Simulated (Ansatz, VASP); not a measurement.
## One calculation of Si2Ge, two programs

```
Si Ge
1.0
     3.92565    0.00000    0.00000
    -1.96283    3.39971    0.00000
     0.00000    0.00000    9.58838
Si Ge
4 2
Direct
  0.00000 0.00000 0.37733
  0.33333 0.66667 0.03935
  0.00000 0.00000 0.62267
  0.66667 0.33333 0.96065
  0.66667 0.33333 0.70788
  0.33333 0.66667 0.29212
```

Alike in both runs: task relaxation of cell and atoms; functional PBE; k mesh 12 × 12 × 4; occupations gaussian, width 0.02 eV; no spin polarisation.

```csv
,VASP,Ansatz
version,VASP 6.6.1,Ansatz 0.2.0
potentials or method,"VASP PAW PBE potentials, release 64 (Si, Ge_d), cutoff 500 eV","scalar-relativistic, plane waves, PAW"
valence electrons in the cell,44,44
```

|  | VASP | Ansatz | Ansatz less VASP |
| --- | --- | --- | --- |
| gap on the k mesh at the Fermi level, each at its own relaxed structure (eV) | 0.59 | 0.59 | -0.005 |
| relaxed volume (Å³/atom) | 21.40 | 21.42 | +0.022 |
| relaxed length of the cell vector where the two differ most in proportion (Å) | 9.614 | 9.619 | +0.0056 |
